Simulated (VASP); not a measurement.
# BP (F-43m) in VASP: notebook

Runs on BP. Level: PBEsol. Tasks: elastic constants, vibrations by perturbation theory.

Program: VASP 6.6.1. These are calculated values, not measurements. Logs are shortened: lines on timing, memory, paths and dates and some standing lists are left out, and cuts for length are marked.

## 1. The cell of the first run

Symmetry: F-43m, No. 216, cubic system. The conventional cell has a = 4.520 Å, b = 4.520 Å, c = 4.520 Å, α = 90.00°, β = 90.00°, γ = 90.00°. B (site symmetry -43m) has 4 P at 1.96 Å within 2.6 Å. P (site symmetry -43m) has 4 B at 1.96 Å within 2.6 Å.

## 2. Elastic constants, PBEsol

Contents of INCAR:

```
PREC = Accurate
ENCUT = 600
EDIFF = 1E-8
ISMEAR = 0
SIGMA = 0.01
LREAL = False
LASPH = True
NELM = 100
ALGO = Normal
ISIF = 3
LWAVE = False
LCHARG = True
GGA = PS
NBANDS = 11
IBRION = 6
NFREE = 2
POTIM = 0.015
NSW = 1
```

Contents of KPOINTS:

```
regular mesh
0
Gamma
  10 10 10
```

Contents of POSCAR:

```
BP
1.0
    0.0000000000      2.2600863689      2.2600863689
    2.2600863689      0.0000000000      2.2600863689
    2.2600863689      2.2600863689      0.0000000000
B P
1 1
Direct
    0.0000000000      0.0000000000      0.0000000000
    0.2500000000      0.2500000000      0.2500000000
```

Potentials or basis: VASP PAW PBE potentials, release 64 (B, P).

The run is started by

```bash
cat potpaw_PBE.64/B/POTCAR potpaw_PBE.64/P/POTCAR > POTCAR
mpirun -np 1 vasp_std > vasp.out
```

OUTCAR:

```text
PREC = Accurate
   ENCUT = 600
   EDIFF = 1E-8
   ISMEAR = 0
   LREAL = False
   LASPH = True
   NELM = 100
   ISIF = 3
   GGA = PS
   IBRION = 6
   NFREE = 2
   POTIM = 0.015
   NSW = 1

 ion  position               nearest neighbor table
   1  0.000  0.000  0.000-   2 1.96   2 1.96   2 1.96   2 1.96
   2  0.250  0.250  0.250-   1 1.96   1 1.96   1 1.96   1 1.96

  LATTYP: Found a face centered cubic cell.
 ALAT       =     4.5201727378

  Lattice vectors:

 A1 = (   0.0000000000,   2.2600863689,   2.2600863689)
 A2 = (   2.2600863689,   0.0000000000,   2.2600863689)
 A3 = (   2.2600863689,   2.2600863689,   0.0000000000)

Analysis of symmetry for initial positions (statically):
=====================================================================
 Subroutine PRICEL returns:
 Original cell was already a primitive cell.

 Routine SETGRP: Setting up the symmetry group for a
 face centered cubic supercell.

 Subroutine GETGRP returns: Found 24 space group operations
 (whereof 24 operations were pure point group operations)
 out of a pool of 48 trial point group operations.

The static configuration has the point symmetry T_d .

Analysis of symmetry for dynamics (positions and initial velocities):
=====================================================================
 Subroutine PRICEL returns:
 Original cell was already a primitive cell.

 Routine SETGRP: Setting up the symmetry group for a
 face centered cubic supercell.

 Subroutine GETGRP returns: Found 24 space group operations
 (whereof 24 operations were pure point group operations)
 out of a pool of 48 trial point group operations.

The dynamic configuration has the point symmetry T_d .

 Subroutine INISYM returns: Found 24 space group operations
 (whereof 24 operations are pure point group operations),
 and found     1 'primitive' translations

----------------------------------------------------------------------------------------

                                     Primitive cell

  volume of cell :      23.0890

  direct lattice vectors                    reciprocal lattice vectors
     0.000000000  2.260086369  2.260086369    -0.221230483  0.221230483  0.221230483
     2.260086369  0.000000000  2.260086369     0.221230483 -0.221230483  0.221230483
     2.260086369  2.260086369  0.000000000     0.221230483  0.221230483 -0.221230483

  length of vectors
     3.196244795  3.196244795  3.196244795     0.383182437  0.383182437  0.383182437

  position of ions in fractional coordinates (direct lattice)
     0.000000000  0.000000000  0.000000000
     0.250000000  0.250000000  0.250000000

  ion indices of the primitive-cell ions
   primitive index   ion index
                 1           1
                 2           2

----------------------------------------------------------------------------------------

 KPOINTS: regular mesh

Automatic generation of k-mesh.
 Grid dimensions read from file:
 generate k-points for:   10   10   10

 Generating k-lattice:

  Cartesian coordinates                     Fractional coordinates (reciprocal lattice)
    -0.022123048  0.022123048  0.022123048     0.100000000  0.000000000  0.000000000
     0.022123048 -0.022123048  0.022123048     0.000000000  0.100000000  0.000000000
     0.022123048  0.022123048 -0.022123048     0.000000000  0.000000000  0.100000000

  Length of vectors
[... 110 lines left out ...]
  Direction    XX          YY          ZZ          XY          YZ          ZX
  --------------------------------------------------------------------------------------
  -------------------------------------------------------------------------------------
  Total        0.0154030      0.0154030      0.0154030     -0.0000000     -0.0000000     -0.0000000
  in kB        1.0688383      1.0688383      1.0688383     -0.0000000     -0.0000000     -0.0000000
  external PRESSURE =       1.0688383 kB  Pullay stress =       0.0000000 kB
[... 89 lines left out ...]
  FREE ENERGIE OF THE ION-ELECTRON SYSTEM (eV)
  ---------------------------------------------------
  free  energy   TOTEN  =       -13.6693534659 eV

  energy  without entropy=      -13.6693534659  energy(sigma->0) =      -13.66935347

[... ionic steps 4 to 14 ...]

--------------------------------------- Ionic step       15  -------------------------------------------

 number of electron       8.0000000 magnetization

------------------------ aborting loop because EDIFF is reached ----------------------------------------
[... 67 lines left out ...]
--------------------------------------- Ionic step       17  -------------------------------------------

 number of electron       8.0000000 magnetization

 Free energy of the ion-electron system (eV)
  ---------------------------------------------------
  ext. energy  EPLUGINS =         0.00000000
  ---------------------------------------------------
  free energy    TOTEN  =       -13.67307863 eV

  energy without entropy =      -13.67307863  energy(sigma->0) =      -13.67307863

 E-fermi :   7.7684     XC(G=0): -11.0956

 val. band max:        7.6616565157   @ k =   0.0000   0.0000   0.0000
 cond. band min:       8.6590759729   @ k =   0.0000   0.4000   0.4000
 fundamental gap:      0.9974194572
 Fermi energy:         7.7683513788

 k-point     1 :       0.0000    0.0000    0.0000
  band No.  band energies     occupation
      1      -8.0585      2.00000
      2       7.4287      2.00000
      3       7.5463      2.00000
      4       7.6617      2.00000
      5      10.8423      0.00000
      6      10.9182      0.00000
      7      10.9972      0.00000
      8      15.0668      0.00000
      9      18.8683      0.00000
     10      19.7012      0.00000
     11      19.7018      0.00000
[... 309 lines left out ...]
 k-point    24 :       0.4000    0.3000    0.0000
  band No.  band energies     occupation
      1      -5.0751      2.00000
      2       1.3275      2.00000
      3       3.4436      2.00000
      4       3.9636      2.00000
      5       9.2419      0.00000
      6      11.0394      0.00000
      7      17.0768      0.00000
      8      17.1107      0.00000
      9      21.5992      0.00000
     10      22.8428      0.00000
     11      24.6311      0.00000

 [... further k-points ...]

------------------------ aborting loop because EDIFF is reached ----------------------------------------

  FORCE on cell =-STRESS in cart. coord.  units (eV):
  Direction    XX          YY          ZZ          XY          YZ          ZX
  --------------------------------------------------------------------------------------
  -------------------------------------------------------------------------------------
  Total        0.0156558      0.0197123      0.0197123      0.0000000      0.1203703      0.0000000
  in kB        1.0863766      1.3678660      1.3678660      0.0000000      8.3526593      0.0000000
  external PRESSURE =       1.2740362 kB  Pullay stress =       0.0000000 kB
[... 17 lines left out ...]
  FREE ENERGIE OF THE ION-ELECTRON SYSTEM (eV)
  ---------------------------------------------------
  free  energy   TOTEN  =       -13.6730786255 eV

  energy  without entropy=      -13.6730786255  energy(sigma->0) =      -13.67307863

 INTERNAL STRAIN TENSORS FROM STRAINED CELLS
 ============================================

 INTERNAL STRAIN TENSOR FOR ION    1 for displacements in x,y,z  (eV/Angst):
          X           Y           Z          XY          YZ          ZX
  --------------------------------------------------------------------------------
  x    -0.00000    -0.00000    -0.00000     0.00000     8.03121     0.00000
  y    -0.00000     0.00000    -0.00000     0.00000     0.00000     8.03152
  z     0.00000    -0.00000    -0.00000     8.03053     0.00000     0.00000

 INTERNAL STRAIN TENSORS FROM DISPLACED ATOMS
 ============================================

 INTERNAL STRAIN TENSOR FOR ION    1 for displacements in x,y,z  (eV/Angst):
          X           Y           Z          XY          YZ          ZX
  --------------------------------------------------------------------------------
  x     0.00000     0.00000     0.00000     0.00000     8.03441     0.00000
  y    -0.00000     0.00000    -0.00000     0.00000     0.00000     8.03441
  z     0.00000     0.00000     0.00000     8.03441     0.00000     0.00000

 INTERNAL STRAIN TENSOR FOR ION    2 for displacements in x,y,z  (eV/Angst):
          X           Y           Z          XY          YZ          ZX
  --------------------------------------------------------------------------------
  x     0.00000     0.00000     0.00000     0.00000    -8.02295     0.00000
  y     0.00000    -0.00000     0.00000     0.00000     0.00000    -8.02295
  z     0.00000     0.00000     0.00000    -8.02295     0.00000     0.00000

 Eigenvectors and eigenvalues of the dynamical matrix
 ----------------------------------------------------

   1 f  =   24.304566 THz   152.710089 2PiTHz  810.713040 cm-1   100.515561 meV
             X         Y         Z           dx          dy          dz
      0.000000  0.000000  0.000000    -0.860973    0.000000    0.000000
      1.130043  1.130043  1.130043     0.508651    0.000000    0.000000
[... 21 lines left out ...]
   6 f/i=    0.000098 THz     0.000615 2PiTHz    0.003266 cm-1     0.000405 meV
             X         Y         Z           dx          dy          dz
      0.000000  0.000000  0.000000     0.000000   -0.508651    0.000000
      1.130043  1.130043  1.130043     0.000000   -0.860973    0.000000

--------------------------------------------------------------------------------------------------------

 ELASTIC MODULI CONTR FROM IONIC RELAXATION (kBar)
 Direction    XX          YY          ZZ          XY          YZ          ZX
 --------------------------------------------------------------------------------
 XX          -0.0000      0.0000      0.0000     -0.0000      0.0000      0.0000
 YY           0.0000     -0.0000      0.0000     -0.0000     -0.0000     -0.0000
 ZZ           0.0000      0.0000     -0.0000      0.0000     -0.0000      0.0000
 XY          -0.0000     -0.0000      0.0000   -230.9290      0.0000      0.0000
 YZ           0.0000     -0.0000     -0.0000      0.0000   -230.9290      0.0000
 ZX           0.0000     -0.0000      0.0000      0.0000      0.0000   -230.9290
 --------------------------------------------------------------------------------

 TOTAL ELASTIC MODULI (kBar)
 Direction    XX          YY          ZZ          XY          YZ          ZX
 --------------------------------------------------------------------------------
 XX        3466.0389    811.1419    811.1419     -0.0000     -0.0000      0.0000
 YY         811.1419   3466.0389    811.1419     -0.0000      0.0000      0.0000
 ZZ         811.1419    811.1419   3466.0389     -0.0000     -0.0000     -0.0000
 XY          -0.0000     -0.0000     -0.0000   1885.1339      0.0000      0.0000
 YZ          -0.0000      0.0000     -0.0000      0.0000   1885.1339      0.0000
 ZX           0.0000      0.0000     -0.0000      0.0000      0.0000   1885.1339
 --------------------------------------------------------------------------------
```

Run time: 8 min. Hardware: 1 thread of Intel Xeon Platinum 8259CL at 2.50GHz (Skylake/Cascade Lake), shared host; peak memory 0.27 GiB.

Results:

| Quantity | Value |
| --- | --- |
| Elastic constants C11, C12, C44 | 347, 81, 189 GPa |
| Voigt bulk modulus | 170 GPa |
| Highest phonon frequency at Γ, LO-TO splitting left out | 811 cm⁻¹ |

Phonon frequencies in cm⁻¹ (negative: imaginary):
```tsv
q point	frequencies
(0.000, 0.000, 0.000)	0 0 0 811 811 811
```

Elastic tensor in Voigt notation (GPa, in the Cartesian axes of the cell as first typed):
```
347  81  81   0   0   0
 81 347  81   0   0   0
 81  81 347   0   0   0
  0   0   0 189   0   0
  0   0   0   0 189   0
  0   0   0   0   0 189
```

Clamped-ion elastic tensor (GPa):
```
347  81  81   0   0   0
 81 347  81   0   0   0
 81  81 347   0   0   0
  0   0   0 212   0   0
  0   0   0   0 212   0
  0   0   0   0   0 212
```

Caveat: the PAW data sets were made with another functional, which shifts forces and pressure a little.

## 3. Vibrations by perturbation theory, PBEsol

This run uses another cell than the first one, of 10.65 Å³/atom, 0.922 times its volume.

Contents of INCAR:

```
PREC = Accurate
ENCUT = 520
EDIFF = 1E-8
ISMEAR = 0
SIGMA = 0.01
LREAL = False
LASPH = True
NELM = 100
ALGO = Normal
ISIF = 2
LWAVE = False
LCHARG = False
GGA = PS
IBRION = 8
NSW = 1
LEPSILON = True
```

Contents of KPOINTS:

```
Automatic mesh
0
Gamma
  10 10 10
```

Contents of POSCAR:

```
BP
1.0
    0.0000000000      2.1998168075      2.1998168075
    2.1998168075      0.0000000000      2.1998168075
    2.1998168075      2.1998168075      0.0000000000
B P
1 1
Direct
    0.0000000000      0.0000000000      0.0000000000
    0.7500000000      0.7500000000      0.7500000000
```

Potentials or basis: VASP PAW PBE potentials, release 64 (B, P).

The run is started by

```bash
cat potpaw_PBE.64/B/POTCAR potpaw_PBE.64/P/POTCAR > POTCAR
mpirun -np 1 vasp_std > vasp.out
```

OUTCAR:

```text
PREC = Accurate
   ENCUT = 520
   EDIFF = 1E-8
   ISMEAR = 0
   LREAL = False
   LASPH = True
   NELM = 100
   ISIF = 2
   GGA = PS
   IBRION = 8
   NSW = 1
   LEPSILON = True

 ion  position               nearest neighbor table
   1  0.000  0.000  0.000-   2 1.91   2 1.91   2 1.91   2 1.91
   2  0.750  0.750  0.750-   1 1.91   1 1.91   1 1.91   1 1.91

  LATTYP: Found a face centered cubic cell.
 ALAT       =     4.3996336150

  Lattice vectors:

 A1 = (   0.0000000000,   2.1998168075,   2.1998168075)
 A2 = (   2.1998168075,   0.0000000000,   2.1998168075)
 A3 = (   2.1998168075,   2.1998168075,   0.0000000000)

Analysis of symmetry for initial positions (statically):
=====================================================================
 Subroutine PRICEL returns:
 Original cell was already a primitive cell.

 Routine SETGRP: Setting up the symmetry group for a
 face centered cubic supercell.

 Subroutine GETGRP returns: Found 24 space group operations
 (whereof 24 operations were pure point group operations)
 out of a pool of 48 trial point group operations.

The static configuration has the point symmetry T_d .

Analysis of symmetry for dynamics (positions and initial velocities):
=====================================================================
 Subroutine PRICEL returns:
 Original cell was already a primitive cell.

 Routine SETGRP: Setting up the symmetry group for a
 face centered cubic supercell.

 Subroutine GETGRP returns: Found 24 space group operations
[... 522 lines left out ...]
          XX          YY          ZZ          XY          YZ          ZX
  --------------------------------------------------------------------------------
  x    -0.00000    -0.00000    -0.00000     0.00000    -0.26724     0.00000
  y     0.00000     0.00000     0.00000     0.00000     0.00000    -0.26724
  z    -0.00000     0.00000     0.00000    -0.26724     0.00000     0.00000

 BORN EFFECTIVE CHARGES (including local field effects) (in |e|, cummulative output)
 ---------------------------------------------------------------------------------
 ion    1
    1    -0.80870     0.00000     0.00000
    2     0.00000    -0.80870     0.00000
    3     0.00000     0.00000    -0.80870
 ion    2
    1     0.80870     0.00000     0.00000
    2     0.00000     0.80870     0.00000
    3     0.00000     0.00000     0.80870

 INTERNAL STRAIN TENSOR FOR ION    2 for displacements in x,y,z  (eV/Angst):
          X           Y           Z          XY          YZ          ZX
  --------------------------------------------------------------------------------
  x     0.00000     0.00000     0.00000     0.00000    11.35171     0.00000
  y     0.00000    -0.00000     0.00000     0.00000     0.00000    11.35171
  z     0.00000     0.00000     0.00000    11.35171     0.00000     0.00000

 SECOND DERIVATIVES (NOT SYMMETRIZED)
 ------------------------------------
               1X          1Y          1Z          2X          2Y          2Z
  1X   -22.756561    0.000000    0.000000   22.756561    0.000000    0.000000
  1Y     0.000000  -22.756561    0.000000    0.000000   22.756561    0.000000
  1Z     0.000000    0.000000  -22.756561    0.000000    0.000000   22.756561
  2X    22.751862    0.000000    0.000000  -22.751862    0.000000    0.000000
  2Y     0.000000   22.751862    0.000000    0.000000  -22.751862    0.000000
  2Z     0.000000    0.000000   22.751862    0.000000    0.000000  -22.751862

 Eigenvectors and eigenvalues of the dynamical matrix
 ----------------------------------------------------

   1 f  =   26.343354 THz   165.520174 2PiTHz  878.719698 cm-1   108.947308 meV
             X         Y         Z           dx          dy          dz
      0.000000  0.000000  0.000000     0.000000    0.860994    0.000000
      3.299725  3.299725  3.299725     0.000000   -0.508615    0.000000
[... 21 lines left out ...]
   6 f/i=    0.001191 THz     0.007485 2PiTHz    0.039737 cm-1     0.004927 meV
             X         Y         Z           dx          dy          dz
      0.000000  0.000000  0.000000     0.000000    0.000000   -0.508615
      3.299725  3.299725  3.299725     0.000000    0.000000   -0.860994

--------------------------------------------------------------------------------------------------------

 MACROSCOPIC STATIC DIELECTRIC TENSOR IONIC CONTRIBUTION
 ------------------------------------------------------
           0.244281    -0.000000     0.000000
          -0.000000     0.244281    -0.000000
           0.000000    -0.000000     0.244281
 ------------------------------------------------------

 ELASTIC MODULI CONTR FROM IONIC RELAXATION (kBar)
 Direction    XX          YY          ZZ          XY          YZ          ZX
 --------------------------------------------------------------------------------
 XX          -0.0000      0.0000      0.0000     -0.0000      0.0000     -0.0000
 YY           0.0000     -0.0000     -0.0000     -0.0000     -0.0000      0.0000
 ZZ           0.0000     -0.0000     -0.0000     -0.0000     -0.0000     -0.0000
 XY          -0.0000     -0.0000     -0.0000   -444.6550     -0.0000     -0.0000
 YZ           0.0000     -0.0000     -0.0000     -0.0000   -444.6550      0.0000
 ZX          -0.0000      0.0000     -0.0000     -0.0000      0.0000   -444.6550
 --------------------------------------------------------------------------------

 PIEZOELECTRIC TENSOR IONIC CONTR  for field in x, y, z        (C/m^2)
          XX          YY          ZZ          XY          YZ          ZX
  --------------------------------------------------------------------------------
  x    -0.00000     0.00000     0.00000     0.00000     0.31012    -0.00000
  y     0.00000    -0.00000     0.00000     0.00000    -0.00000     0.31012
  z     0.00000     0.00000     0.00000     0.31012     0.00000    -0.00000
```

stdout:

```text
POSCAR found type information on POSCAR B P
 POSCAR found :  2 types and       2 ions
 scaLAPACK will be used
 -----------------------------------------------------------------------------
|                                                                             |
|                                                                             |
[... 39 lines left out ...]
 first order change of Fermi-energy   0.11055E-03
 force on displaced ion       1 direction 1 : -22.757   0.000   0.000
 Born effective charge ion    1 direction 1 :  -0.820   0.000   0.000
 Linear response progress:
 first order change of Fermi-energy   0.11034E-03
 force on displaced ion       2 direction 1 : -22.752   0.000   0.000
 Born effective charge ion    2 direction 1 :   0.800   0.000   0.000
 Born effective charges drift removed
 Linear response finished
```

It took 3.3 min on 1 thread of Intel Xeon 8259CL, shared host; peak memory 0.2 GiB.

Results:

| Item | Value |
| --- | --- |
| Electronic dielectric tensor (diagonal) | 9.42 |
| Born charges (mean of the diagonal) | B -0.81; P +0.81 e |
| Highest phonon frequency at Γ, LO-TO splitting left out | 879 cm⁻¹ |

Phonon frequencies in cm⁻¹ (negative: imaginary):
```tsv
q point	frequencies
(0.000, 0.000, 0.000)	0 0 0 879 879 879
```

Electronic dielectric tensor:
```
9.42 0.00 0.00
0.00 9.42 0.00
0.00 0.00 9.42
```

Born effective charge tensors (e):
atom 1, B
```
-0.81  0.00  0.00
 0.00 -0.81  0.00
 0.00  0.00 -0.81
```
atom 2, P
```
0.81 0.00 0.00
0.00 0.81 0.00
0.00 0.00 0.81
```

Caveat: the cell wasn't relaxed at this level first, which shifts response properties; the PAW data sets were made with another functional, which shifts forces and pressure a little.
